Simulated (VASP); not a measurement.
Write the native input for VASP 6.6.1 that does the following.

```yaml
Task: relaxation of cell and atoms
Functional: PBE
Potentials_or_basis: VASP PAW PBE potentials, release 64 (Nb_sv, Br)
Cutoff: 600 eV
k_mesh: 3 × 3 × 3
Occupations: gaussian, width 0.1 eV
Spin: no spin polarisation
Dipole_correction: no
Further_INCAR_settings: ALGO = Normal; EDIFF = 1e-06; IBRION = 2; EDIFFG = -0.04; NSW = 90; ISIF = 3
```

The structure of Nb3Br2 lies in POSCAR:

```
Nb3Br2
1.0
    3.2560131125      1.8798600470      5.9264328222
   -3.2560131125      1.8798600470      5.9264328222
    0.0000000000     -3.7597200941      5.9264328222
Nb Br
6 4
Direct
    0.0562500000      0.4437500000      0.7500000000
    0.7500000000      0.0562500000      0.4437500000
    0.4437500000      0.7500000000      0.0562500000
    0.9437500000      0.5562500000      0.2500000000
    0.2500000000      0.9437500000      0.5562500000
    0.5562500000      0.2500000000      0.9437500000
    0.8521800000      0.8521800000      0.8521800000
    0.6478200000      0.6478200000      0.6478200000
    0.1478200000      0.1478200000      0.1478200000
    0.3521800000      0.3521800000      0.3521800000
```

One way to write it, as run:

INCAR

```
PREC = Accurate ; ENCUT = 600
EDIFF = 1E-6 ; ISMEAR = 0
SIGMA = 0.1 ; LREAL = False
LASPH = True ; NELM = 80
ALGO = Normal ; ISIF = 3
LWAVE = False ; LCHARG = False
GGA = PE ; IBRION = 2
NSW = 90 ; EDIFFG = -0.04
```

KPOINTS

```
regular mesh
0
Gamma
  3 3 3
```

Potentials or basis: VASP PAW PBE potentials, release 64 (Nb_sv, Br).

Command:

```sh
$ cat potpaw_PBE.64/Nb_sv/POTCAR potpaw_PBE.64/Br/POTCAR > POTCAR
$ mpirun -np 1 vasp_std > vasp.out
```

Results of the run:

```yaml
Relaxed_volume: 19.24 Å³/atom
Relaxed_cell: a = 6.131 Å, b = 6.131 Å, c = 6.131 Å, α = 68.56°, β = 68.56°, γ = 68.56°
Space_group_after_relaxing_to_0.1_Å: R-3c (No. 167)
Energy_gained_by_relaxing: 486.7 meV/atom
Ionic_steps: 31
Pressure_after_relaxing: -0.1 GPa
Largest_force_after_relaxing: 0.015 eV/Å
Band_gap_on_the_k_mesh: zero (bands 53 and 54 overlap by 0.35 eV)
```

Caveat: the k points lie up to 0.38 Å⁻¹ apart in the final cell.

Wall time 71 min on 1 thread of AMD EPYC 7R43 64-Core Processor (Zen 3), on a shared host, peak memory 0.46 GiB.
